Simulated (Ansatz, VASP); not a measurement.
BiO4: VASP beside Ansatz

```
Bi O
1.0
    -2.56945    2.56945    2.56945
     2.56945   -2.56945    2.56945
     2.56945    2.56945   -2.56945
Bi O
1 4
Direct
  0.00000 0.00000 0.00000
  0.00000 0.00000 0.50000
  0.50000 0.00000 0.00000
  0.00000 0.50000 0.00000
  0.50000 0.50000 0.50000
```

Change from the starting cell: species swapped into the Hg4Pt type (Im-3m, No. 229).

Alike in both runs: task relaxation of cell and atoms; functional PBE; k mesh 10 × 10 × 10; occupations gaussian, width 0.1 eV; no spin polarisation.

```csv
,VASP,Ansatz
version,VASP 6.6.1,Ansatz 0.2.0
potentials or method,"VASP PAW PBE potentials, release 64 (Bi_d, O), cutoff 600 eV","scalar-relativistic, plane waves, PAW"
valence electrons in the cell,39,39
```

|  | VASP | Ansatz | Ansatz less VASP |
| --- | --- | --- | --- |
| gap on the k mesh at the Fermi level, each at its own relaxed structure (eV) | none | none | - |
| relaxed volume (Å³/atom) | 13.27 | 13.26 | -0.015 |
| relaxed cell length with the largest relative difference (Å) | 4.418 | 4.416 | -0.0017 |

A gap of «none» marks a metal or a gap that the smearing closes.

Neither program's run includes spin-orbit coupling.
